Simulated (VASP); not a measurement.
# Si (I4/mmm) in VASP: further runs

Runs on Si. Level: PBEsol. Tasks: single point.

All numbers are computed with VASP 6.6.1; they aren't measurements. Logs are shortened: lines on timing, memory, paths and dates and some standing lists are left out, and cuts for length are marked.

### 1 The cell of the first run

It takes space group I4/mmm (No. 139, tetragonal). The conventional cell has a = 6.549 Å, b = 6.549 Å, c = 3.634 Å, α = 90.00°, β = 90.00°, γ = 90.00°. Si (site symmetry m2m) has 4 Si at 2.25 to 2.34 Å within 3.0 Å.

### 2 Single point, PBEsol (19.48 Å³/atom)

The input, INCAR:

```
PREC = Accurate
ENCUT = 520
EDIFF = 1E-6
ISMEAR = 0
SIGMA = 0.03
LREAL = False
LASPH = True
NELM = 60
ALGO = Normal
ISIF = 2
LWAVE = False
LCHARG = False
GGA = PS
NBANDS = 16
```

The input, KPOINTS:

```
Automatic mesh
0
Gamma
  12 12 12
```

The input, POSCAR:

```
Si
1.0
   -3.2746560837      3.2746560837      1.8167791952
    3.2746560837     -3.2746560837      1.8167791952
    3.2746560837      3.2746560837     -1.8167791952
Si
4
Direct
    0.1787304307      0.1787304307      0.3574608614
    0.8212695693      0.8212695693      0.6425391386
    0.1787304307      0.8212695693      0.0000000000
    0.8212695693      0.1787304307      0.0000000000
```

Potentials or basis: VASP PAW PBE potentials, release 64 (Si).

Command:

```console
cat potpaw_PBE.64/Si/POTCAR > POTCAR
mpirun -np 1 vasp_std > vasp.out
```

OUTCAR:

```text
PREC = Accurate
   ENCUT = 520
   EDIFF = 1E-6
   ISMEAR = 0
   LREAL = False
   LASPH = True
   NELM = 60
   ISIF = 2
   GGA = PS

 ion  position               nearest neighbor table
   1  0.179  0.179  0.357-   2 2.25   2 2.25   3 2.34   4 2.34
   2  0.821  0.821  0.643-   1 2.25   1 2.25   4 2.34   3 2.34
   3  0.179  0.821  0.000-   4 2.25   4 2.25   2 2.34   1 2.34
   4  0.821  0.179  0.000-   3 2.25   3 2.25   2 2.34   1 2.34

  LATTYP: Found a body centered tetragonal cell.
 ALAT       =     6.5493121674
 C/A-ratio  =     0.5548000000

  Lattice vectors:

 A1 = (  -3.2746560837,   3.2746560837,   1.8167791952)
 A2 = (   3.2746560837,  -3.2746560837,   1.8167791952)
 A3 = (   3.2746560837,   3.2746560837,  -1.8167791952)

Analysis of symmetry for initial positions (statically):
=====================================================================
 Subroutine PRICEL returns:
 Original cell was already a primitive cell.

 Routine SETGRP: Setting up the symmetry group for a
 body centered tetragonal supercell.

 Subroutine GETGRP returns: Found 16 space group operations
 (whereof 16 operations were pure point group operations)
 out of a pool of 16 trial point group operations.

The static configuration has the point symmetry D_4h.

Analysis of symmetry for dynamics (positions and initial velocities):
=====================================================================
 Subroutine PRICEL returns:
 Original cell was already a primitive cell.

 Routine SETGRP: Setting up the symmetry group for a
 body centered tetragonal supercell.

 Subroutine GETGRP returns: Found 16 space group operations
 (whereof 16 operations were pure point group operations)
 out of a pool of 16 trial point group operations.

The dynamic configuration has the point symmetry D_4h.

 Subroutine INISYM returns: Found 16 space group operations
 (whereof 16 operations are pure point group operations),
 and found     1 'primitive' translations

----------------------------------------------------------------------------------------

                                     Primitive cell

  volume of cell :      77.9280

  direct lattice vectors                    reciprocal lattice vectors
    -3.274656084  3.274656084  1.816779195     0.000000000  0.152687790  0.275212311
     3.274656084 -3.274656084  1.816779195     0.152687790  0.000000000  0.275212311
     3.274656084  3.274656084 -1.816779195     0.152687790  0.152687790  0.000000000

  length of vectors
     4.974679043  4.974679043  4.974679043     0.314730642  0.314730642  0.215933143

  position of ions in fractional coordinates (direct lattice)
     0.178730431  0.178730431  0.357460861
     0.821269569  0.821269569  0.642539139
     0.178730431  0.821269569  0.000000000
     0.821269569  0.178730431  0.000000000

  ion indices of the primitive-cell ions
   primitive index   ion index
                 1           1
                 2           2
                 3           3
                 4           4

----------------------------------------------------------------------------------------

 KPOINTS: Automatic mesh

Automatic generation of k-mesh.
 Grid dimensions read from file:
 generate k-points for:   12   12   12

 Generating k-lattice:

  Cartesian coordinates                     Fractional coordinates (reciprocal lattice)
     0.000000000  0.012723982  0.022934359     0.083333333 -0.000000000  0.000000000
     0.012723982  0.000000000  0.022934359    -0.000000000  0.083333333  0.000000000
     0.012723982  0.012723982  0.000000000     0.000000000  0.000000000  0.083333333

  Length of vectors
     0.026227554  0.026227554  0.017994429

  Shift w.r.t. Gamma in fractional coordinates (k-lattice)
     0.000000000  0.000000000  0.000000000

 Subroutine IBZKPT returns following result:
 ===========================================

 Found    163 irreducible k-points:

 Following reciprocal coordinates:
            Coordinates               Weight
  0.000000  0.000000  0.000000      1.000000
  0.083333  0.000000  0.000000      8.000000
  0.166667 -0.000000  0.000000      8.000000
  0.250000  0.000000 -0.000000      8.000000
  0.333333  0.000000  0.000000      8.000000
  0.416667 -0.000000  0.000000      8.000000
[... 16 lines left out ...]
  0.500000  0.166667  0.000000     16.000000
 -0.416667  0.166667 -0.000000     16.000000
 [... further k-points ...]
   k-points           NKPTS =    163   k-points in BZ     NKDIM =    163   number of bands    NBANDS=     16
   number of dos      NEDOS =    301   number of ions     NIONS =      4
   total plane-waves  NPLWV =  64000
   dimension x,y,z NGX =    40 NGY =   40 NGZ =   40
   dimension x,y,z NGXF=    80 NGYF=   80 NGZF=   80
   ions per type =               4
   NGX,Y,Z   is equivalent  to a cutoff of  13.37, 13.37, 13.37 a.u.
   NGXF,Y,Z  is equivalent  to a cutoff of  26.73, 26.73, 26.73 a.u.
 SYSTEM =  unknown system
   PREC   = accura    normal or accurate (medium, high low for compatibility)
   ISTART =      0    job   : 0-new  1-cont  2-samecut
   ICHARG =      2    charge: 1-file 2-atom 10-const
   ISPIN  =      1    spin polarized calculation?
   LNONCOLLINEAR =      F non collinear calculations
   LSORBIT =      F    spin-orbit coupling
   LASPH  =      T    aspherical Exc in radial PAW
   ENCUT  =  520.0 eV  38.22 Ry    6.18 a.u.   9.25  9.25  9.25*2*pi/ulx,y,z
   NELM   =     60;   NELMIN=  2; NELMDL= -5     # of ELM steps
   EDIFF  = 0.1E-05   stopping-criterion for ELM
   LREAL  =      F    real-space projection
   EDIFFG = 0.1E-04   stopping-criterion for IOM
   NSW    =      0    number of steps for IOM
   IBRION =     -1    ionic relax: 0-MD 1-quasi-New 2-CG
   NFREE  =      0    steps in history (QN), initial steepest desc. (CG)
   ISIF   =      2    stress and relaxation
   ISYM   =      2    0-nonsym 1-usesym 2-fastsym
   POTIM  = 0.5000    time-step for ionic-motion
   TEBEG  =    0.0;   TEEND  =   0.0 temperature during run
   PSTRESS=    0.0 pullay stress
   NELECT =      16.0000    total number of electrons
   NUPDOWN=      -1.0000    fix difference up-down
   EMIN   =  10.00;   EMAX   =-10.00  energy-range for DOS
   EFERMI =   0.00;   METHOD = LEGACY
   ISMEAR =     0;   SIGMA  =   0.03  broadening in eV -4-tet -1-fermi 0-gaus
   EFERMI_NEDOS =   21; number of points for ismear=-14 and -15
   IALGO  =     38    algorithm
   IMIX   =      4    mixing-type and parameters
     AMIX     =   0.40;   BMIX     =  1.00
     AMIX_MAG =   1.60;   BMIX_MAG =  1.00
  volume/ion in A,a.u.               =      19.48       131.47
  Fermi-wavevector in a.u.,A,eV,Ry     =   0.965792  1.825082 12.690894  0.932754
  Thomas-Fermi vector in A             =   2.095539
   LORBIT       =      0    0 simple, 1 ext, 2 COOP (PROOUT), +10 PAW based schemes
   GGA     = PS    functional components
   LHFCALC =     F    Hartree Fock is set to
   AEXX    =    0.0000 exact exchange contribution
   IVDW    =     0    specifies the selected vdW correction
   LEPSILON=     F    determine dielectric tensor
   LRPA    =     F    only Hartree local field effects (RPA)
 non-spin polarized calculation
 Gauss-broadening in eV      SIGMA  =   0.03
  energy-cutoff  :      520.00
  volume of cell :       77.93
 maximum number of plane-waves:      2116
 NGX is ok and might be reduce to    40
   NGX = 19   NGY = 19   NGZ = 19

 number of electron      16.0000000 magnetization

 Free energy of the ion-electron system (eV)
  ---------------------------------------------------
  ext. energy  EPLUGINS =         0.00000000
  ---------------------------------------------------
  free energy    TOTEN  =       -22.30785661 eV

  energy without entropy =      -22.30782838  energy(sigma->0) =      -22.30784249

 E-fermi :   6.2106     XC(G=0):  -9.5678

 val. band max:        6.1563010638   @ k =  -0.1667  -0.1667   0.1667
 cond. band min:       6.2142357897   @ k =   0.5000   0.5000   0.5000
 fundamental gap:      0.0579347259
 Fermi energy:         6.2106416999

 k-point     1 :       0.0000    0.0000    0.0000
  band No.  band energies     occupation
      1      -6.4026      2.00000
      2      -2.0617      2.00000
      3       0.4238      2.00000
      4       0.4238      2.00000
      5       2.1337      2.00000
      6       4.9419      2.00000
[... 8 lines left out ...]
     15      11.9871      0.00000
     16      13.2708      0.00000

 k-point     2 :       0.0833    0.0000    0.0000
  band No.  band energies     occupation
      1      -6.3153      2.00000
      2      -2.0713      2.00000
      3       0.3374      2.00000
      4       0.5664      2.00000
      5       2.2280      2.00000
      6       4.3949      2.00000
[... 8 lines left out ...]
     15      11.4492      0.00000
     16      13.7685      0.00000

 k-point     3 :       0.1667   -0.0000    0.0000
  band No.  band energies     occupation
      1      -6.0559      2.00000
      2      -2.0676      2.00000
      3       0.0992      2.00000
      4       0.9018      2.00000
      5       2.4205      2.00000
      6       3.3167      2.00000
[... 8 lines left out ...]
     15      11.1220      0.00000
     16      14.2773      0.00000

 k-point     4 :       0.2500    0.0000   -0.0000
  band No.  band energies     occupation
      1      -5.6332      2.00000
      2      -1.9946      2.00000
      3      -0.3252      2.00000
      4       1.0656      2.00000
      5       2.3283      2.00000
      6       2.5617      2.00000
[... 8 lines left out ...]
     15      12.3938      0.00000
     16      13.0905      0.00000
[... 324 lines left out ...]
 k-point    22 :       0.4167    0.1667    0.0000
  band No.  band energies     occupation
      1      -4.1104      2.00000
      2      -2.3677      2.00000
      3      -1.8264      2.00000
      4       0.2425      2.00000
      5       1.3672      2.00000
      6       3.2466      2.00000
[... 8 lines left out ...]
     15      12.9011      0.00000
     16      14.4839      0.00000

 k-point    23 :       0.5000    0.1667    0.0000
  band No.  band energies     occupation
      1      -4.6654      2.00000
      2      -2.6443      2.00000
      3      -1.2732      2.00000
      4       0.8725      2.00000
      5       1.5048      2.00000
      6       3.1623      2.00000
[... 8 lines left out ...]
     15      12.8004      0.00000
     16      13.7935      0.00000

 k-point    24 :      -0.4167    0.1667   -0.0000
  band No.  band energies     occupation
      1      -5.2617      2.00000
      2      -2.8491      2.00000
      3      -0.6343      2.00000
      4       1.4188      2.00000
      5       2.0309      2.00000
      6       3.1557      2.00000
[... 8 lines left out ...]
     15      12.1590      0.00000
     16      13.1089      0.00000

 [... further k-points ...]

------------------------ aborting loop because EDIFF is reached ----------------------------------------

  FORCE on cell =-STRESS in cart. coord.  units (eV):
  Direction    XX          YY          ZZ          XY          YZ          ZX
  --------------------------------------------------------------------------------------
  -------------------------------------------------------------------------------------
  Total        2.8977639      2.8977639      7.4459587      0.0000000      0.0000000     -0.0000000
  in kB       59.5771952     59.5771952    153.0867743      0.0000000      0.0000000     -0.0000000
  external PRESSURE =      90.7470549 kB  Pullay stress =       0.0000000 kB

 VOLUME and BASIS-vectors are now :
 -----------------------------------------------------------------------------
  energy-cutoff  :      520.00
  volume of cell :       77.93
      direct lattice vectors                 reciprocal lattice vectors
    -3.274656084  3.274656084  1.816779195     0.000000000  0.152687790  0.275212311
     3.274656084 -3.274656084  1.816779195     0.152687790  0.000000000  0.275212311
     3.274656084  3.274656084 -1.816779195     0.152687790  0.152687790  0.000000000

 POSITION                                       TOTAL-FORCE (eV/Angst)
 -----------------------------------------------------------------------------------
      1.17056      1.17056      0.00000        -0.348395     -0.348395     -0.000000
      2.10409      2.10409      1.81678         0.348395      0.348395      0.000000
      2.10409     -2.10409      1.81678         0.348395     -0.348395      0.000000
     -2.10409      2.10409      1.81678        -0.348395      0.348395      0.000000
 -----------------------------------------------------------------------------------
    total drift:                               -0.000000     -0.000000      0.000000

  FREE ENERGIE OF THE ION-ELECTRON SYSTEM (eV)
  ---------------------------------------------------
  free  energy   TOTEN  =       -22.3078566089 eV

  energy  without entropy=      -22.3078283756  energy(sigma->0) =      -22.30784249
```

Run time: 4.9 min. Hardware: 1 thread of Intel Xeon Platinum 8375C at 2.90GHz (Ice Lake), shared host; peak memory 0.31 GiB.

What came out:

* Free energy: -22.3079 eV
* Pressure: 9.1 GPa
* Largest force: 0.493 eV/Å
* Band gap on the k mesh: zero (bands 8 and 9 overlap by 0.07 eV)

Forces on the atoms (eV/Å):
```
Si  -0.348 -0.348  0.000
Si   0.348  0.348  0.000
Si   0.348 -0.348  0.000
Si  -0.348  0.348  0.000
```

Stress tensor (GPa, compression positive):
```
 5.96  0.00  0.00
 0.00  5.96  0.00
 0.00  0.00 15.31
```

Caveat: the stress differs along the axes, from 6 to 15 GPa; semilocal functionals underestimate gaps, and a narrow one can read as zero; the PAW data sets were made with another functional, which shifts forces and pressure a little.

### 3 Single point, PBEsol (19.48 Å³/atom)

The input, INCAR:

```
PREC     = Accurate       # precision mode
ENCUT    = 520            # plane-wave cutoff, eV
EDIFF    = 1E-6           # SCF threshold, eV
ISMEAR   = 0              # smearing method
SIGMA    = 0.03           # smearing width, eV
LREAL    = F              # projectors in reciprocal space
LASPH    = T              # aspherical terms in the spheres
NELM     = 60             # most SCF steps
ALGO     = Normal         # electronic algorithm
ISIF     = 2              # what is computed and relaxed
LWAVE    = F              # write WAVECAR
LCHARG   = F              # write CHGCAR
GGA      = PS             # functional
NBANDS   = 16             # bands
```

The input, KPOINTS:

```
regular mesh
0
Gamma
  12 12 12
```

The input, POSCAR:

```
Si
1.0
   -3.3636913352      3.3636913352      1.7218735945
    3.3636913352     -3.3636913352      1.7218735945
    3.3636913352      3.3636913352     -1.7218735945
Si
4
Direct
    0.1787304307      0.1787304307      0.3574608614
    0.8212695693      0.8212695693      0.6425391386
    0.1787304307      0.8212695693      0.0000000000
    0.8212695693      0.1787304307      0.0000000000
```

Potentials or basis: VASP PAW PBE potentials, release 64 (Si).

Command:

```console
cat potpaw_PBE.64/Si/POTCAR > POTCAR
mpirun -np 1 vasp_std > vasp.out
```

It took 5.2 min on 1 thread of Intel Xeon Platinum 8375C at 2.90GHz (Ice Lake), shared host; peak memory 0.31 GiB.

Results (log left out):

| Quantity | Value |
| --- | --- |
| Free energy | -21.8360 eV |
| Pressure | 10.6 GPa |
| Largest force | 1.767 eV/Å |
| Band gap on the k mesh | zero (bands 8 and 9 overlap by 0.50 eV) |

Forces in eV/Å, atoms in the order of the input:
```
Si  -1.250 -1.250  0.000
Si   1.250  1.250  0.000
Si   1.250 -1.250  0.000
Si  -1.250  1.250  0.000
```

Stress tensor (GPa, compression positive):
```
 1.74  0.00  0.00
 0.00  1.74  0.00
 0.00  0.00 28.31
```

Levels at points of the mesh, in eV from the Fermi level:
```
           k point  band 6  band 7  band 8  band 9  band 10  band 11
(0.00, 0.00, 0.00)   -0.83   -0.83   -0.60    0.77     0.77     2.49
(0.50, 0.00, 0.00)   -3.84   -2.45   -1.93    0.43     1.85     2.50
(0.50, 0.50, 0.00)   -2.74   -1.22   -0.92    1.59     2.51     2.80
(0.50, 0.50, 0.50)   -0.35   -0.35    0.23    1.51     2.32     2.51
```

Caveat: the stress differs along the axes, from 2 to 28 GPa; semilocal functionals underestimate gaps, and a narrow one can read as zero; the PAW data sets were made with another functional, which shifts forces and pressure a little.

The gap in the log of VASP goes by the Fermi energy; the results here count the filled bands.